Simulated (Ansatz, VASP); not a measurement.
## Te2Mo in VASP and in Ansatz

```
Te Mo
1.0
     3.51818   -0.00466   -0.00857
    -1.76313    3.04824   -0.00163
    -0.04226   -0.03367   17.41271
Te Mo
2 1
Direct
  0.32714 0.65209 0.89787
  0.33733 0.65858 0.10270
  0.99915 0.98879 0.00025
```

Alike in both runs: task single point; functional PBEsol; k mesh 6 × 6 × 2; no spin polarisation.

```csv
,VASP,Ansatz
version,VASP 6.6.1,Ansatz 0.2.0
potentials or method,"VASP PAW PBE potentials, release 64 (Te, Mo_sv), cutoff 520 eV","plane waves, PAW"
occupations,"methfessel-paxton of order 1, width 0.1 eV","cold, width 0.1 eV"
valence electrons in the cell,26,46
```

```tsv
	VASP	Ansatz	Ansatz less VASP
rms of the force components (eV/Å)	0.085	0.070	-0.0151
```

VASP's potentials were made for PBE, not for PBEsol. Atom by atom the forces differ by 0.015 eV/Å (rms over components). VASP's potentials hold 26 valence electrons a cell and Ansatz's 46, so a difference there can come from the potentials and not from the codes.

Neither program's run includes spin-orbit coupling.
